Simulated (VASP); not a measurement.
# Mo2Pt (P6_3/mmc) in VASP: relaxation of cell and atoms with PBE

Aim: the relaxation of cell and atoms of Mo2Pt with PBE.

Everything below comes from runs of VASP 6.6.1. Logs are shortened: lines on timing, memory, paths and dates and some standing lists are left out, and cuts for length are marked.

### 1 The cell of the first run

Symmetry: P6_3/mmc, No. 194, hexagonal system. The conventional cell has a = 4.398 Å, b = 4.398 Å, c = 7.541 Å, α = 90.00°, β = 90.00°, γ = 120.00°. Mo (site symmetry 3m) has 3 Pt at 2.60 Å and 4 Mo at 2.63 to 2.78 Å within 3.4 Å. Pt (site symmetry -3m) has 6 Mo at 2.60 Å within 3.4 Å.

The cell was built from a structure type or drawn by symmetry, and may not be a known phase.

### 2 Relaxation of cell and atoms, PBE

INCAR reads:

```
SYSTEM = Mo2Pt
ALGO = Fast
EDIFF = 1E-7
EDIFFG = -0.04
ENCUT = 600
GGA = PE
IBRION = 2
ISIF = 3
ISMEAR = 0
LASPH = .True.
LCHARG = .False.
LREAL = .False.
LWAVE = .False.
NELM = 100
NSW = 90
PREC = Accurate
SIGMA = 0.1
```

KPOINTS reads:

```
k-points
0
Gamma
  6 6 2
  0 0 0
```

POSCAR reads:

```
Mo2Pt
1.0
    4.3981877500      0.0000000000      0.0000000000
   -2.1990938700      3.8089423200      0.0000000000
    0.0000000000      0.0000000000      7.5408764100
Mo Pt
4 2
Direct
    0.3333333300      0.6666666700      0.0756957400
    0.3333333300      0.6666666700      0.4243042600
    0.6666666700      0.3333333300      0.9243042600
    0.6666666700      0.3333333300      0.5756957400
    0.0000000000      0.0000000000      0.0000000000
    0.0000000000      0.0000000000      0.5000000000
```

Potentials or basis: VASP PAW PBE potentials, release 64 (Mo_sv, Pt).

Started as:

```sh
$ cat potpaw_PBE.64/Mo_sv/POTCAR potpaw_PBE.64/Pt/POTCAR > POTCAR
$ mpirun -np 1 vasp_std > vasp.out
```

OUTCAR:

```text
SYSTEM = Mo2Pt
   EDIFF = 1E-7
   EDIFFG = -0.04
   ENCUT = 600
   GGA = PE
   IBRION = 2
   ISIF = 3
   ISMEAR = 0
   LASPH = .True.
   LREAL = .False.
   NELM = 100
   NSW = 90
   PREC = Accurate

 ion  position               nearest neighbor table
   1  0.333  0.667  0.076-   5 2.60   5 2.60   5 2.60   2 2.63   3 2.78   3 2.78   3 2.78
   2  0.333  0.667  0.424-   6 2.60   6 2.60   6 2.60   1 2.63   4 2.78   4 2.78   4 2.78
   3  0.667  0.333  0.924-   5 2.60   5 2.60   5 2.60   4 2.63   1 2.78   1 2.78   1 2.78
   4  0.667  0.333  0.576-   6 2.60   6 2.60   6 2.60   3 2.63   2 2.78   2 2.78   2 2.78
   5  0.000  0.000  0.000-   1 2.60   3 2.60   1 2.60   3 2.60   3 2.60   1 2.60
   6  0.000  0.000  0.500-   2 2.60   4 2.60   2 2.60   4 2.60   4 2.60   2 2.60

  LATTYP: Found a hexagonal cell.
 ALAT       =     4.3981877500
 C/A-ratio  =     1.7145417246

  Lattice vectors:

 A1 = (   4.3981877500,   0.0000000000,   0.0000000000)
 A2 = (  -2.1990938700,   3.8089423200,   0.0000000000)
 A3 = (   0.0000000000,   0.0000000000,   7.5408764100)

Analysis of symmetry for initial positions (statically):
=====================================================================
 Subroutine PRICEL returns:
 Original cell was already a primitive cell.

 Routine SETGRP: Setting up the symmetry group for a
 hexagonal supercell.

 Subroutine GETGRP returns: Found 24 space group operations
 (whereof 12 operations were pure point group operations)
 out of a pool of 24 trial point group operations.

The static configuration has the point symmetry D_3d.
 The point group associated with its full space group is D_6h.

Analysis of symmetry for dynamics (positions and initial velocities):
=====================================================================
 Subroutine PRICEL returns:
 Original cell was already a primitive cell.

 Routine SETGRP: Setting up the symmetry group for a
 hexagonal supercell.

 Subroutine GETGRP returns: Found 24 space group operations
 (whereof 12 operations were pure point group operations)
 out of a pool of 24 trial point group operations.

The dynamic configuration has the point symmetry D_3d.
 The point group associated with its full space group is D_6h.

 Subroutine INISYM returns: Found 24 space group operations
 (whereof 12 operations are pure point group operations),
 and found     1 'primitive' translations

----------------------------------------------------------------------------------------

                                     Primitive cell

  volume of cell :     126.3281

  direct lattice vectors                    reciprocal lattice vectors
     4.398187750  0.000000000  0.000000000     0.227366374  0.131270037  0.000000000
    -2.199093870  3.808942320  0.000000000     0.000000000  0.262540074  0.000000000
     0.000000000  0.000000000  7.540876410     0.000000000  0.000000000  0.132610581

  length of vectors
     4.398187750  4.398187746  7.540876410     0.262540074  0.262540074  0.132610581

  position of ions in fractional coordinates (direct lattice)
     0.333333330  0.666666670  0.075695740
     0.333333330  0.666666670  0.424304260
     0.666666670  0.333333330  0.924304260
     0.666666670  0.333333330  0.575695740
     0.000000000  0.000000000  0.000000000
     0.000000000  0.000000000  0.500000000

  ion indices of the primitive-cell ions
   primitive index   ion index
                 1           1
                 2           2
                 3           3
                 4           4
                 5           5
                 6           6

----------------------------------------------------------------------------------------

 KPOINTS: k-points

Automatic generation of k-mesh.
 Grid dimensions read from file:
 generate k-points for:    6    6    2

 Generating k-lattice:

  Cartesian coordinates                     Fractional coordinates (reciprocal lattice)
     0.037894396  0.021878339  0.000000000     0.166666667 -0.000000000  0.000000000
     0.000000000  0.043756679  0.000000000     0.000000000  0.166666667  0.000000000
     0.000000000  0.000000000  0.066305290     0.000000000  0.000000000  0.500000000

  Length of vectors
     0.043756679  0.043756679  0.066305290

  Shift w.r.t. Gamma in fractional coordinates (k-lattice)
     0.000000000  0.000000000  0.000000000

 Subroutine IBZKPT returns following result:
 ===========================================

 Found     14 irreducible k-points:

 Following reciprocal coordinates:
            Coordinates               Weight
  0.000000  0.000000  0.000000      1.000000
  0.166667  0.000000  0.000000      6.000000
  0.333333  0.000000  0.000000      6.000000
  0.500000  0.000000  0.000000      3.000000
  0.166667  0.166667  0.000000      6.000000
  0.333333  0.166667  0.000000     12.000000
  0.333333  0.333333  0.000000      2.000000
  0.000000  0.000000  0.500000      1.000000
  0.166667  0.000000  0.500000      6.000000
  0.333333  0.000000  0.500000      6.000000
  0.500000  0.000000  0.500000      3.000000
  0.166667  0.166667  0.500000      6.000000
  0.333333  0.166667  0.500000     12.000000
  0.333333  0.333333  0.500000      2.000000
   k-points           NKPTS =     14   k-points in BZ     NKDIM =     14   number of bands    NBANDS=     45
   number of dos      NEDOS =    301   number of ions     NIONS =      6
   total plane-waves  NPLWV =  77760
   dimension x,y,z NGX =    36 NGY =   36 NGZ =   60
   dimension x,y,z NGXF=    72 NGYF=   72 NGZF=  120
   ions per type =               4   2
   NGX,Y,Z   is equivalent  to a cutoff of  13.61, 13.61, 13.23 a.u.
   NGXF,Y,Z  is equivalent  to a cutoff of  27.22, 27.22, 26.46 a.u.
 SYSTEM =  Mo2Pt
   PREC   = accura    normal or accurate (medium, high low for compatibility)
   ISTART =      0    job   : 0-new  1-cont  2-samecut
   ICHARG =      2    charge: 1-file 2-atom 10-const
   ISPIN  =      1    spin polarized calculation?
   LNONCOLLINEAR =      F non collinear calculations
   LSORBIT =      F    spin-orbit coupling
   LASPH  =      T    aspherical Exc in radial PAW
   ENCUT  =  600.0 eV  44.10 Ry    6.64 a.u.   8.78  8.78 15.06*2*pi/ulx,y,z
   NELM   =    100;   NELMIN=  2; NELMDL= -5     # of ELM steps
   EDIFF  = 0.1E-06   stopping-criterion for ELM
   LREAL  =      F    real-space projection
   EDIFFG = -.4E-01   stopping-criterion for IOM
   NSW    =     90    number of steps for IOM
   IBRION =      2    ionic relax: 0-MD 1-quasi-New 2-CG
   NFREE  =      1    steps in history (QN), initial steepest desc. (CG)
   ISIF   =      3    stress and relaxation
   ISYM   =      2    0-nonsym 1-usesym 2-fastsym
   POTIM  = 0.5000    time-step for ionic-motion
   TEBEG  =    0.0;   TEEND  =   0.0 temperature during run
   PSTRESS=    0.0 pullay stress
   NELECT =      76.0000    total number of electrons
   NUPDOWN=      -1.0000    fix difference up-down
   EMIN   =  10.00;   EMAX   =-10.00  energy-range for DOS
   EFERMI =   0.00;   METHOD = LEGACY
   ISMEAR =     0;   SIGMA  =   0.10  broadening in eV -4-tet -1-fermi 0-gaus
   EFERMI_NEDOS =   21; number of points for ismear=-14 and -15
   IALGO  =     68    algorithm
   IMIX   =      4    mixing-type and parameters
     AMIX     =   0.40;   BMIX     =  1.00
     AMIX_MAG =   1.60;   BMIX_MAG =  1.00
  volume/ion in A,a.u.               =      21.05       142.08
  Fermi-wavevector in a.u.,A,eV,Ry     =   1.382015  2.611629 25.986651  1.909965
  Thomas-Fermi vector in A             =   2.506746
   LORBIT       =      0    0 simple, 1 ext, 2 COOP (PROOUT), +10 PAW based schemes
   GGA     = PE    functional components
   LHFCALC =     F    Hartree Fock is set to
   AEXX    =    0.0000 exact exchange contribution
   IVDW    =     0    specifies the selected vdW correction
   LEPSILON=     F    determine dielectric tensor
   LRPA    =     F    only Hartree local field effects (RPA)
 conjugate gradient relaxation of ions
 non-spin polarized calculation
 RMM-DIIS sequential band-by-band and
 Gauss-broadening in eV      SIGMA  =   0.10
  energy-cutoff  :      600.00
  volume of cell :      126.33
 maximum number of plane-waves:      4232
 NGX is ok and might be reduce to    36
   NGX = 17   NGY = 17   NGZ = 31

--------------------------------------- Ionic step        1  -------------------------------------------

 number of electron      76.0000005 magnetization

 Free energy of the ion-electron system (eV)
  ---------------------------------------------------
  ext. energy  EPLUGINS =         0.00000000
  ---------------------------------------------------
  free energy    TOTEN  =       -49.94001264 eV

  energy without entropy =      -49.91461627  energy(sigma->0) =      -49.92731445

------------------------ aborting loop because EDIFF is reached ----------------------------------------

  FORCE on cell =-STRESS in cart. coord.  units (eV):
  Direction    XX          YY          ZZ          XY          YZ          ZX
  --------------------------------------------------------------------------------------
  -------------------------------------------------------------------------------------
  Total        1.8757536      1.8757536     -3.8516761      0.0000000      0.0000000     -0.0000000
  in kB       23.7895593     23.7895593    -48.8495264      0.0000000      0.0000000     -0.0000000
  external PRESSURE =      -0.4234692 kB  Pullay stress =       0.0000000 kB
[... 101 lines left out ...]
  FREE ENERGIE OF THE ION-ELECTRON SYSTEM (eV)
  ---------------------------------------------------
  free  energy   TOTEN  =       -50.2583723814 eV

  energy  without entropy=      -50.2378426076  energy(sigma->0) =      -50.24810749

[... ionic steps 4 to 16 ...]

--------------------------------------- Ionic step       17  -------------------------------------------

 number of electron      76.0000012 magnetization

------------------------ aborting loop because EDIFF is reached ----------------------------------------
[... 35 lines left out ...]
--------------------------------------- Ionic step       18  -------------------------------------------

 number of electron      76.0000012 magnetization

 E-fermi :  10.1587     XC(G=0): -12.6194

 val. band max:       10.1528781015   @ k =   0.3333   0.3333   0.5000
 cond. band min:      10.1684606705   @ k =   0.1667   0.1667   0.5000
 fundamental gap:      0.0155825690
 Fermi energy:        10.1587048456

 k-point     1 :       0.0000    0.0000    0.0000
  band No.  band energies     occupation
      1     -50.4974      2.00000
      2     -50.3342      2.00000
      3     -50.1954      2.00000
      4     -50.0344      2.00000
      5     -25.3491      2.00000
      6     -25.2069      2.00000
[... 700 lines left out ...]
--------------------------------------- Ionic step       19  -------------------------------------------

 number of electron      76.0000004 magnetization

 Free energy of the ion-electron system (eV)
  ---------------------------------------------------
  ext. energy  EPLUGINS =         0.00000000
  ---------------------------------------------------
  free energy    TOTEN  =       -51.69507730 eV

  energy without entropy =      -51.65781130  energy(sigma->0) =      -51.67644430

 E-fermi :   9.9384     XC(G=0): -12.5392

 val. band max:        9.9306378737   @ k =   0.3333   0.0000   0.5000
 cond. band min:       9.9421824338   @ k =   0.3333   0.3333   0.5000
 fundamental gap:      0.0115445601
 Fermi energy:         9.9383584652

 k-point     1 :       0.0000    0.0000    0.0000
  band No.  band energies     occupation
      1     -50.7274      2.00000
      2     -50.5742      2.00000
      3     -50.4412      2.00000
      4     -50.2902      2.00000
      5     -25.5470      2.00000
      6     -25.4113      2.00000
[... 694 lines left out ...]
  FREE ENERGIE OF THE ION-ELECTRON SYSTEM (eV)
  ---------------------------------------------------
  free  energy   TOTEN  =       -51.6950773000 eV

  energy  without entropy=      -51.6578112955  energy(sigma->0) =      -51.67644430

 reached required accuracy - stopping structural energy minimisation
```

It took 29 min on 1 thread of Intel Xeon Platinum 8259CL at 2.50GHz (Skylake/Cascade Lake), shared host; peak memory 0.32 GiB.

What came out:

* Free energy: -51.6951 eV
* Relaxed volume: 17.59 Å³/atom
* Relaxed cell: a = 4.728 Å, b = 4.728 Å, c = 5.452 Å, α = 90.00°, β = 90.00°, γ = 120.00°
* Space group after relaxing (to 0.1 Å): P6_3/mmc (No. 194)
* Energy gained by relaxing: 292.5 meV/atom
* Ionic steps: 19
* Pressure after relaxing: -0.1 GPa
* Band gap on the k mesh: zero (bands 38 and 39 overlap by 0.98 eV)

Forces in eV/Å, atoms in the order of the input:
```
Mo   0.000  0.000 -0.002
Mo   0.000  0.000  0.002
Mo   0.000  0.000  0.002
Mo   0.000  0.000 -0.002
Pt   0.000  0.000  0.000
Pt   0.000  0.000  0.000
```

Stress tensor (GPa, compression positive):
```
-0.12  0.00  0.00
 0.00 -0.12  0.00
 0.00  0.00  0.02
```

Step by step:
```
step  energy change (eV)  largest force (eV/Å)  pressure (GPa)  volume (Å³)
   1              0.0000                0.7204           -0.04       126.33
   2             -0.1897                0.3047           -3.18       126.14
   3             -0.3184                0.0151           -4.85       125.77
   4             -0.3997                0.7446            0.12       121.26
   5             -0.4019                0.6026           -0.61       121.83
   6             -0.4305                0.4948           -0.01       121.01
   7             -0.4856                0.1847            1.92       118.57
   8             -0.5076                0.2307            6.07       113.70
   9             -0.5138                0.2378            6.05       113.62
  10             -0.5332                0.2575            5.97       113.36
  11             -0.5766                0.2898            5.79       112.84
  12             -0.6832                0.3250            5.36       111.77
  13             -0.9707                0.2355            4.70       109.56
  14             -1.5721                0.0716            4.75       104.84
  15              0.0215                0.1731           23.27        94.10
  16             -1.6489                0.1569            6.74       103.34
  17             -1.6684                0.2720            7.64       102.00
  18             -1.7395                0.1185            3.12       103.99
  19             -1.7551                0.0020           -0.07       105.54
```

Final structure:
```xyz
6
Lattice="4.7281 0.0000 0.0000 -2.3640 4.0947 0.0000 0.0000 0.0000 5.4515" Properties=species:S:1:pos:R:3 pbc="T T T"
Mo    0.0000    2.7298    0.1907
Mo    0.0000    2.7298    2.5351
Mo    2.3640    1.3649    5.2608
Mo    2.3640    1.3649    2.9165
Pt    0.0000    0.0000    0.0000
Pt    0.0000    0.0000    2.7258
```

Levels at points of the mesh, in eV from the Fermi level:
| k point | band 35 | band 36 | band 37 | band 38 | band 39 | band 40 | band 41 | band 42 |
| --- | --- | --- | --- | --- | --- | --- | --- | --- |
| (0.00, 0.00, 0.00) | -0.85 | -0.51 | -0.51 | 0.02 | 0.15 | 0.15 | 0.30 | 0.30 |
| (0.50, 0.00, 0.00) | -1.18 | -0.65 | -0.22 | 0.57 | 1.00 | 1.06 | 2.01 | 2.15 |
| (0.00, 0.00, 0.50) | -0.53 | -0.53 | -0.53 | -0.53 | -0.26 | -0.26 | -0.26 | -0.26 |
| (0.50, 0.00, 0.50) | -0.51 | -0.51 | -0.44 | -0.44 | 0.55 | 0.55 | 1.39 | 1.39 |

Caveat: the k points lie up to 0.58 Å⁻¹ apart in the final cell, too coarse for converged energies and pressures of a metal; the volume moved by over 15 % at a fixed basis, so the end points are rough; spin-orbit coupling is left out, which moves the levels of the heavy elements.
